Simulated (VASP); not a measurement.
A run of VASP 6.6.1:

INCAR

```
PREC = Accurate
ENCUT = 520
EDIFF = 1E-6
ISMEAR = -1
SIGMA = 0.03
LREAL = F
LASPH = T
NELM = 100
ALGO = Normal
ISIF = 2
LWAVE = F
LCHARG = F
GGA = PE
NBANDS = 9
```

KPOINTS

```
regular mesh
0
Gamma
  11 11 11
```

Contents of POSCAR:

```
LiH
1.0
    0.0000000000      2.0592464883      2.0592464883
    2.0592464883      0.0000000000      2.0592464883
    2.0592464883      2.0592464883      0.0000000000
Li H
1 1
Direct
    0.0000000000      0.0000000000      0.0000000000
    0.5000000000      0.5000000000      0.5000000000
```

Potentials or basis: VASP PAW PBE potentials, release 64 (Li_sv, H).

Run with:

```console
$ cat potpaw_PBE.64/Li_sv/POTCAR potpaw_PBE.64/H/POTCAR > POTCAR
$ mpirun -np 1 vasp_std > vasp.out
```

Hardware: 1 thread of Intel(R) Xeon(R) Platinum 8375C CPU @ 2.90GHz (Ice Lake) (shared host).

Problem. Estimate the wall time of this run.

Solution. It took 5.2 s on 1 thread of Intel(R) Xeon(R) Platinum 8375C CPU @ 2.90GHz (Ice Lake), with other jobs on the host, peak memory 0.13 GiB. Counts: scf iterations 11, k points 56.
